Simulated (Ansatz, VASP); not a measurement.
**One calculation of Al2InAs3, two programs**

```
Al In As
1.0
    -1.96295    1.96295    8.32807
     1.96295   -1.96295    8.32807
     1.96295    1.96295   -8.32807
Al In As
2 1 3
Direct
  0.66667 0.66667 0.00000
  0.33333 0.33333 0.00000
  0.00000 0.00000 0.00000
  0.91667 0.41667 0.50000
  0.25000 0.75000 0.50000
  0.58333 0.08333 0.50000
```

Alike in both runs: task relaxation of cell and atoms; functional PBE; k mesh 6 × 6 × 6; occupations gaussian, width 0.1 eV; no spin polarisation.

|  | VASP | Ansatz |
| --- | --- | --- |
| version | VASP 6.6.1 | Ansatz 0.2.0 |
| potentials or method | VASP PAW PBE potentials, release 64 (Al, In_d, As), cutoff 600 eV | scalar-relativistic, plane waves, PAW |
| valence electrons in the cell | 34 | 64 |

VASP gave:

| Quantity | Value |
| --- | --- |
| gap on the k mesh at the Fermi level, each at its own relaxed structure (eV) | 0.84 |
| relaxed volume (Å³/atom) | 25.38 |
| relaxed cell length with the largest relative difference (Å) | 9.299 |

Estimate Ansatz's values.

gap on the k mesh at the Fermi level, each at its own relaxed structure (eV): 0.85; relaxed volume (Å³/atom): 25.30; relaxed cell length with the largest relative difference (Å): 9.288.

VASP's potentials hold 34 valence electrons a cell and Ansatz's 64, so a difference there can come from the potentials and not from the codes.

Noted on VASP's run: the volume moved by over 15 % at a fixed basis, so the end points are rough.
